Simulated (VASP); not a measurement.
# N: electric field gradients with r2SCAN

Crystal: N.

```xyz
2
Lattice="2.5195 -0.0252 0.0000 -1.2816 2.1945 0.0000 0.0000 0.0000 2.4460" Properties=species:S:1:pos:R:3 pbc="T T T"
N     1.2525    0.7147    0.6115
N    -0.0145    1.4546    1.8345
```

This cell differs from its parent crystal: xy shear strain of -2 %.

- Program: VASP 6.6.1
- Task: electric field gradients
- Functional: r2SCAN
- Potentials or basis: VASP PAW PBE potentials, release 64 (N)
- Cutoff: 520 eV
- k mesh: 16 × 16 × 15
- Occupations: fermi-dirac, width 0.05 eV
- Spin: no spin polarisation
- Dipole correction: no
- Further INCAR settings: ALGO = Normal; EDIFF = 1e-08; NBANDS = 12

The pressure is 6.5 GPa, the largest force is 0.222 eV/Å and the band gap on the k mesh is zero (band 5 reaches 7.99 eV, above the bottom of band 6 at 3.68 eV).

Forces on the atoms (eV/Å):
```
N    0.222  0.000  0.000
N   -0.222  0.000  0.000
```

Stress tensor (GPa, compression positive):
```
11.00  0.62  0.00
 0.62 10.94  0.00
 0.00  0.00 -2.37
```

Levels at points of the mesh, in eV from the Fermi level:
```tsv
k point	band 2	band 3	band 4	band 5	band 6	band 7	band 8	band 9
(0.00, 0.00, 0.00)	-6.36	-5.06	-2.60	-2.48	2.91	3.11	6.65	15.65
(0.50, 0.00, 0.00)	-15.38	-5.46	-2.56	-1.45	1.76	2.93	5.39	14.51
(0.00, 0.50, 0.00)	-15.34	-5.28	-2.43	-1.58	1.87	2.89	5.42	14.58
(0.50, 0.50, 0.00)	-15.29	-5.10	-2.30	-1.71	1.96	2.86	5.46	14.66
```

Electric field gradients, principal values (V/Å²):
| atom | least | middle | greatest (by size) |
| --- | --- | --- | --- |
| 1 N | -13.151 | -13.340 | 26.491 |
| 2 N | -13.151 | -13.340 | 26.491 |

Wall time 7.1 min on 1 thread of Intel(R) Xeon(R) Platinum 8259CL CPU @ 2.50GHz (Skylake/Cascade Lake), on a shared host, peak memory 0.23 GiB.

Caveat: the cell differs from its parent crystal (xy shear strain of -2 %); without QUAD_EFG the Cq values of the log hold for a quadrupole moment of 1 mb, not for the nuclei; the PAW data sets were made with another functional, which shifts forces and pressure a little.
